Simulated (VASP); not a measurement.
# Pt (Fm-3m) in VASP: a series of runs

The runs below take Pt through single point, relaxation of cell and atoms, with PBE.

Program: VASP 6.6.1. These are calculated values, not measurements. Logs are shortened: lines on timing, memory, paths and dates and some standing lists are left out, and cuts for length are marked.

### Step 1. The cell of the first run

Symmetry: Fm-3m, No. 225, cubic system. The conventional cell has a = 3.966 Å, b = 3.966 Å, c = 3.966 Å, α = 90.00°, β = 90.00°, γ = 90.00°. Within 3.7 Å of Pt (site symmetry m-3m) lie 12 Pt at 2.80 Å.

### Step 2. Single point, PBE

INCAR reads:

```
ALGO = Normal
EDIFF = 1E-7
ENCUT = 520
GGA = PE
ISIF = 2
ISMEAR = 0
LASPH = T
LCHARG = F
LREAL = F
LWAVE = F
NBANDS = 11
NELM = 60
PREC = Accurate
SIGMA = 0.05
```

KPOINTS reads:

```
k-points
0
Gamma
  8 8 8
```

POSCAR reads:

```
Pt
1.0
    0.0000000000      1.9831211518      1.9831211518
    1.9831211518      0.0000000000      1.9831211518
    1.9831211518      1.9831211518      0.0000000000
Pt
1
Direct
    0.0000000000      0.0000000000      0.0000000000
```

Potentials or basis: VASP PAW PBE potentials, release 64 (Pt).

Command:

```
$ cat potpaw_PBE.64/Pt/POTCAR > POTCAR
$ mpirun -np 1 vasp_std > vasp.out
```

OUTCAR:

```text
EDIFF = 1E-7
   ENCUT = 520
   GGA = PE
   ISIF = 2
   ISMEAR = 0
   LASPH = T
   LREAL = F
   NELM = 60
   PREC = Accurate

 ion  position               nearest neighbor table
   1  0.000  0.000  0.000-

  LATTYP: Found a face centered cubic cell.
 ALAT       =     3.9662423036

  Lattice vectors:

 A1 = (   0.0000000000,   1.9831211518,   1.9831211518)
 A2 = (   1.9831211518,   0.0000000000,   1.9831211518)
 A3 = (   1.9831211518,   1.9831211518,   0.0000000000)

Analysis of symmetry for initial positions (statically):
=====================================================================
 Subroutine PRICEL returns:
 Original cell was already a primitive cell.

 Routine SETGRP: Setting up the symmetry group for a
 face centered cubic supercell.

 Subroutine GETGRP returns: Found 48 space group operations
 (whereof 48 operations were pure point group operations)
 out of a pool of 48 trial point group operations.

The static configuration has the point symmetry O_h .

Analysis of symmetry for dynamics (positions and initial velocities):
=====================================================================
 Subroutine PRICEL returns:
 Original cell was already a primitive cell.

 Routine SETGRP: Setting up the symmetry group for a
 face centered cubic supercell.

 Subroutine GETGRP returns: Found 48 space group operations
 (whereof 48 operations were pure point group operations)
 out of a pool of 48 trial point group operations.

The dynamic configuration has the point symmetry O_h .

 Subroutine INISYM returns: Found 48 space group operations
 (whereof 48 operations are pure point group operations),
 and found     1 'primitive' translations

----------------------------------------------------------------------------------------

                                     Primitive cell

  volume of cell :      15.5983

  direct lattice vectors                    reciprocal lattice vectors
     0.000000000  1.983121152  1.983121152    -0.252127814  0.252127814  0.252127814
     1.983121152  0.000000000  1.983121152     0.252127814 -0.252127814  0.252127814
     1.983121152  1.983121152  0.000000000     0.252127814  0.252127814 -0.252127814

  length of vectors
     2.804556829  2.804556829  2.804556829     0.436698183  0.436698183  0.436698183

  position of ions in fractional coordinates (direct lattice)
     0.000000000  0.000000000  0.000000000

  ion indices of the primitive-cell ions
   primitive index   ion index
                 1           1

----------------------------------------------------------------------------------------

 KPOINTS: k-points

Automatic generation of k-mesh.
 Grid dimensions read from file:
 generate k-points for:    8    8    8

 Generating k-lattice:

  Cartesian coordinates                     Fractional coordinates (reciprocal lattice)
    -0.031515977  0.031515977  0.031515977     0.125000000  0.000000000  0.000000000
     0.031515977 -0.031515977  0.031515977     0.000000000  0.125000000  0.000000000
     0.031515977  0.031515977 -0.031515977     0.000000000  0.000000000  0.125000000

  Length of vectors
     0.054587273  0.054587273  0.054587273

  Shift w.r.t. Gamma in fractional coordinates (k-lattice)
     0.000000000  0.000000000  0.000000000

 Subroutine IBZKPT returns following result:
 ===========================================

 Found     29 irreducible k-points:

 Following reciprocal coordinates:
            Coordinates               Weight
  0.000000  0.000000  0.000000      1.000000
  0.125000  0.000000  0.000000      8.000000
  0.250000  0.000000  0.000000      8.000000
  0.375000  0.000000  0.000000      8.000000
  0.500000  0.000000  0.000000      4.000000
  0.125000  0.125000  0.000000      6.000000
[... 16 lines left out ...]
  0.500000  0.250000  0.125000     48.000000
 -0.375000  0.250000  0.125000     24.000000
 [... further k-points ...]
   k-points           NKPTS =     29   k-points in BZ     NKDIM =     29   number of bands    NBANDS=     11
   number of dos      NEDOS =    301   number of ions     NIONS =      1
   total plane-waves  NPLWV =  13824
   dimension x,y,z NGX =    24 NGY =   24 NGZ =   24
   dimension x,y,z NGXF=    48 NGYF=   48 NGZF=   48
   ions per type =               1
   NGX,Y,Z   is equivalent  to a cutoff of  14.23, 14.23, 14.23 a.u.
   NGXF,Y,Z  is equivalent  to a cutoff of  28.45, 28.45, 28.45 a.u.
 SYSTEM =  unknown system
   PREC   = accura    normal or accurate (medium, high low for compatibility)
   ISTART =      0    job   : 0-new  1-cont  2-samecut
   ICHARG =      2    charge: 1-file 2-atom 10-const
   ISPIN  =      1    spin polarized calculation?
   LNONCOLLINEAR =      F non collinear calculations
   LSORBIT =      F    spin-orbit coupling
   LASPH  =      T    aspherical Exc in radial PAW
   ENCUT  =  520.0 eV  38.22 Ry    6.18 a.u.   5.21  5.21  5.21*2*pi/ulx,y,z
   NELM   =     60;   NELMIN=  2; NELMDL= -5     # of ELM steps
   EDIFF  = 0.1E-06   stopping-criterion for ELM
   LREAL  =      F    real-space projection
   EDIFFG = 0.1E-05   stopping-criterion for IOM
   NSW    =      0    number of steps for IOM
   IBRION =     -1    ionic relax: 0-MD 1-quasi-New 2-CG
   NFREE  =      0    steps in history (QN), initial steepest desc. (CG)
   ISIF   =      2    stress and relaxation
   ISYM   =      2    0-nonsym 1-usesym 2-fastsym
   POTIM  = 0.5000    time-step for ionic-motion
   TEBEG  =    0.0;   TEEND  =   0.0 temperature during run
   PSTRESS=    0.0 pullay stress
   NELECT =      10.0000    total number of electrons
   NUPDOWN=      -1.0000    fix difference up-down
   EMIN   =  10.00;   EMAX   =-10.00  energy-range for DOS
   EFERMI =   0.00;   METHOD = LEGACY
   ISMEAR =     0;   SIGMA  =   0.05  broadening in eV -4-tet -1-fermi 0-gaus
   EFERMI_NEDOS =   21; number of points for ismear=-14 and -15
   IALGO  =     38    algorithm
   IMIX   =      4    mixing-type and parameters
     AMIX     =   0.40;   BMIX     =  1.00
     AMIX_MAG =   1.60;   BMIX_MAG =  1.00
  volume/ion in A,a.u.               =      15.60       105.26
  Fermi-wavevector in a.u.,A,eV,Ry     =   1.411613  2.667561 27.111658  1.992651
  Thomas-Fermi vector in A             =   2.533446
   LORBIT       =      0    0 simple, 1 ext, 2 COOP (PROOUT), +10 PAW based schemes
   GGA     = PE    functional components
   LHFCALC =     F    Hartree Fock is set to
   AEXX    =    0.0000 exact exchange contribution
   IVDW    =     0    specifies the selected vdW correction
   LEPSILON=     F    determine dielectric tensor
   LRPA    =     F    only Hartree local field effects (RPA)
 non-spin polarized calculation
 Gauss-broadening in eV      SIGMA  =   0.05
  energy-cutoff  :      520.00
  volume of cell :       15.60
 maximum number of plane-waves:       444
 NGX is ok and might be reduce to    24
   NGX = 11   NGY = 11   NGZ = 11

 number of electron      10.0000002 magnetization

 Free energy of the ion-electron system (eV)
  ---------------------------------------------------
  ext. energy  EPLUGINS =         0.00000000
  ---------------------------------------------------
  free energy    TOTEN  =        -6.08277936 eV

  energy without entropy =       -6.07980410  energy(sigma->0) =       -6.08129173

 E-fermi :  10.5753     XC(G=0): -13.2964

 val. band max:       10.5604331427   @ k =  -0.2500   0.1250   0.0000
 cond. band min:      10.5829427191   @ k =   0.5000   0.5000   0.0000
 fundamental gap:      0.0225095764
 Fermi energy:        10.5753407124

 k-point     1 :       0.0000    0.0000    0.0000
  band No.  band energies     occupation
      1       0.7855      2.00000
      2       7.0092      2.00000
      3       7.0092      2.00000
      4       7.0092      2.00000
      5       9.0420      2.00000
      6       9.0420      2.00000
      7      25.3603      0.00000
      8      30.1351      0.00000
      9      30.1351      0.00000
     10      30.1351      0.00000
     11      35.3671      0.00000

 k-point     2 :       0.1250    0.0000    0.0000
  band No.  band energies     occupation
      1       1.3769      2.00000
      2       6.7830      2.00000
      3       7.2173      2.00000
      4       7.2173      2.00000
      5       8.9494      2.00000
      6       8.9494      2.00000
      7      26.1903      0.00000
      8      27.6780      0.00000
      9      31.0176      0.00000
     10      31.0176      0.00000
     11      36.4115      0.00000

 k-point     3 :       0.2500    0.0000    0.0000
  band No.  band energies     occupation
      1       2.7773      2.00000
      2       6.6876      2.00000
      3       7.3646      2.00000
      4       7.3646      2.00000
      5       9.2152      2.00000
      6       9.2152      2.00000
      7      23.7337      0.00000
      8      26.9479      0.00000
      9      32.8896      0.00000
     10      32.8896      0.00000
     11      33.8660      0.00000

 k-point     4 :       0.3750    0.0000    0.0000
  band No.  band energies     occupation
      1       3.5777      2.00000
      2       7.1014      2.00000
      3       7.1014      2.00000
      4       8.2918      2.00000
      5      10.1171      2.00000
      6      10.1171      2.00000
      7      19.1470      0.00000
      8      25.5710      0.00000
      9      30.7118      0.00000
     10      30.7118      0.00000
     11      36.6977      0.00000
[... 239 lines left out ...]
 k-point    22 :       0.3750    0.2500    0.1250
  band No.  band energies     occupation
      1       4.0222      2.00000
      2       5.7661      2.00000
      3       7.0036      2.00000
      4       8.5828      2.00000
      5       8.6674      2.00000
      6      10.6076      0.36104
      7      23.9035      0.00000
      8      26.0190      0.00000
      9      28.3861      0.00000
     10      30.7087      0.00000
     11      34.3493      0.00000

 k-point    23 :       0.5000    0.2500    0.1250
  band No.  band energies     occupation
      1       4.8353      2.00000
      2       6.2463      2.00000
      3       6.5107      2.00000
      4       8.3080      2.00000
      5       9.8932      2.00000
      6      12.4516      0.00000
      7      19.6669      0.00000
      8      24.7186      0.00000
      9      26.6576      0.00000
     10      30.8206      0.00000
     11      34.6461      0.00000

 k-point    24 :      -0.3750    0.2500    0.1250
  band No.  band energies     occupation
      1       4.8614      2.00000
      2       6.0514      2.00000
      3       7.3480      2.00000
      4       8.0577      2.00000
      5      10.4040      2.00000
      6      14.9499      0.00000
      7      15.9199      0.00000
      8      25.0248      0.00000
      9      25.5140      0.00000
     10      29.6001      0.00000
     11      36.4462      0.00000

 [... further k-points ...]
[... 5 lines left out ...]
  --------------------------------------------------------------------------------------
  -------------------------------------------------------------------------------------
  Total       -0.0504655     -0.0504655     -0.0504655      0.0000000     -0.0000000      0.0000000
  in kB       -5.1835473     -5.1835473     -5.1835473      0.0000000     -0.0000000      0.0000000
  external PRESSURE =      -5.1835473 kB  Pullay stress =       0.0000000 kB

 VOLUME and BASIS-vectors are now :
 -----------------------------------------------------------------------------
  energy-cutoff  :      520.00
  volume of cell :       15.60
      direct lattice vectors                 reciprocal lattice vectors
     0.000000000  1.983121152  1.983121152    -0.252127814  0.252127814  0.252127814
     1.983121152  0.000000000  1.983121152     0.252127814 -0.252127814  0.252127814
     1.983121152  1.983121152  0.000000000     0.252127814  0.252127814 -0.252127814

 POSITION                                       TOTAL-FORCE (eV/Angst)
 -----------------------------------------------------------------------------------
      0.00000      0.00000      0.00000         0.000000     -0.000000      0.000000
 -----------------------------------------------------------------------------------
    total drift:                               -0.000000      0.000000     -0.000000

  FREE ENERGIE OF THE ION-ELECTRON SYSTEM (eV)
  ---------------------------------------------------
  free  energy   TOTEN  =        -6.0827793636 eV

  energy  without entropy=       -6.0798040994  energy(sigma->0) =       -6.08129173
```

Wall time 8.1 s (1 thread of Intel Xeon 8259CL, shared host); peak memory 0.14 GiB.

What came out:

- Free energy: -6.0828 eV
- Pressure: -0.5 GPa
- Band gap on the k mesh: zero (band 5 reaches 11.04 eV, above the bottom of band 6 at 8.95 eV)

Caveat: spin-orbit coupling is left out, which moves the levels of the heavy elements.

(Continued in part 2 of 2.)
